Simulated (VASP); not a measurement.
Wanted: the native input for a VASP 6.6.1 run.

```
Task                   : single point
Functional             : PBE
Dispersion             : D3(BJ)
Potentials or basis    : VASP PAW PBE potentials, release 64 (S, W_sv)
Cutoff                 : 520 eV
k mesh                 : 9 × 9 × 1
Occupations            : gaussian, width 0.05 eV
Spin                   : no spin polarisation
Dipole correction      : yes
Further INCAR settings : ALGO = Normal; EDIFF = 1e-07; NBANDS = 35
```

The structure of WS2 lies in POSCAR:

```
WS2
1.0
    3.1595456883      0.0000000000      0.0000000000
   -1.5797728441      2.7362468304      0.0000000000
    0.0000000000      0.0000000000     23.8042572081
S W
4 2
Direct
    0.3333333333      0.6666666667      0.1890418155
    0.3333333333      0.6666666667      0.3214605076
    0.6666666667      0.8333333333      0.4743743317
    0.6666666667      0.8333333333      0.6067930237
    0.6666666667      0.3333333333      0.2552511585
    0.3333333333      1.1666666667      0.5405836746
```

The input as run:

INCAR

```
SYSTEM = WS2
ALGO     = Normal         ! electronic algorithm
DIPOL    = 0.5 0.5 0.398
EDIFF    = 1E-7           ! SCF threshold, eV
ENCUT    = 520            ! plane-wave cutoff, eV
GGA      = PE             ! functional
IDIPOL   = 3            
ISIF     = 2              ! what is computed and relaxed
ISMEAR   = 0              ! smearing method
IVDW     = 12             ! dispersion correction
LASPH    = .True.         ! aspherical terms in the spheres
LCHARG   = .False.        ! write CHGCAR
LDIPOL   = .True.       
LREAL    = .False.        ! projectors in reciprocal space
LWAVE    = .False.        ! write WAVECAR
NBANDS   = 35             ! bands
NELM     = 60             ! most SCF steps
PREC     = Accurate       ! precision mode
SIGMA    = 0.05           ! smearing width, eV
```

KPOINTS

```
k-points
0
Gamma
  9 9 1
  0 0 0
```

Potentials or basis: VASP PAW PBE potentials, release 64 (S, W_sv).

Run with:

```sh
$ cat potpaw_PBE.64/S/POTCAR potpaw_PBE.64/W_sv/POTCAR > POTCAR
$ mpirun -np 1 vasp_std > vasp.out
```

It gave:

* Largest force: 0.046 eV/Å
* Band gap on the k mesh: 1.81 eV, indirect (least direct gap 1.92 eV)
* Dispersion energy per atom: -0.347 eV

Caveat: spin-orbit coupling is left out, which moves the levels of the heavy elements.

Run time: 5.3 min on 1 thread of Intel(R) Xeon(R) Platinum 8488C (Sapphire Rapids), with other jobs on the host, peak memory 0.37 GiB.
